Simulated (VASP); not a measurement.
Here is a VASP 6.6.1 calculation.

Contents of INCAR:

```
PREC     = Accurate       # precision mode
ENCUT    = 520            # plane-wave cutoff, eV
EDIFF    = 1E-6           # SCF threshold, eV
ISMEAR   = 0              # smearing method
SIGMA    = 0.05           # smearing width, eV
LREAL    = False          # projectors in reciprocal space
LASPH    = True           # aspherical terms in the spheres
NELM     = 150            # most SCF steps
ALGO     = Normal         # electronic algorithm
ISIF     = 2              # what is computed and relaxed
LWAVE    = False          # write WAVECAR
LCHARG   = True           # write CHGCAR
ISPIN    = 2              # spin polarisation
MAGMOM   = 2 2 2 0 0 0    # initial moments
LORBIT   = 11             # projections on sites
LMAXMIX  = 4              # l up to which the mixer works
LDAU     = True           # DFT+U
LDAUTYPE = 2            
LDAUL    = 2 -1           # shell
LDAUU    = 8 0            # U, eV
LDAUJ    = 0 0          
LDAUPRINT= 1            
GGA      = CA             # functional
LELF     = True           # ELF
LVHAR    = True         
NBANDS   = 37             # bands
```

The input KPOINTS:

```
Automatic mesh
0
Gamma
  4 4 6
```

Contents of POSCAR:

```
TaN
1.0
    5.1960001500      0.0000000000      0.0000000000
   -2.5980000800      4.4998681300      0.0000000000
    0.0000000000      0.0000000000      2.9109996000
Ta N
3 3
Direct
    0.3333333333      0.6666666667      0.5000000000
    0.6666666667      0.3333333333      0.5000000000
    0.0000000000      0.0000000000      0.0000000000
    0.3928500000      0.0000000000      0.0000000000
    0.6071500000      0.6071500000      0.0000000000
    0.0000000000      0.3928500000      0.0000000000
```

Potentials or basis: VASP PAW LDA potentials, release 64 (Ta_pv, N).

The run is started by

```console
$ cat potpaw_LDA.64/Ta_pv/POTCAR potpaw_LDA.64/N/POTCAR > POTCAR
$ mpirun -np 1 vasp_std > vasp.out
```

Q: What does it give for the pressure?

A: 17.1 GPa.

Q: Predict the band gap on the k mesh.

A: Zero (filled and empty bands overlap).

Eigenvalues of the final occupation matrices:
| site | spin | trace | eigenvalues |
| --- | --- | --- | --- |
| site 1 d | 1 | 1.08 | 0.19 0.19 0.21 0.21 0.28 |
| site 1 d | 2 | 1.08 | 0.19 0.19 0.21 0.21 0.28 |
| site 2 d | 1 | 1.08 | 0.19 0.19 0.21 0.21 0.28 |
| site 2 d | 2 | 1.08 | 0.19 0.19 0.21 0.21 0.28 |
| site 3 d | 1 | 1.09 | 0.16 0.16 0.22 0.22 0.33 |
| site 3 d | 2 | 1.09 | 0.16 0.16 0.22 0.22 0.33 |

Caveat: spin-orbit coupling is left out, which moves the levels of the heavy elements. The state reached can hang on the start; a lower one may exist.
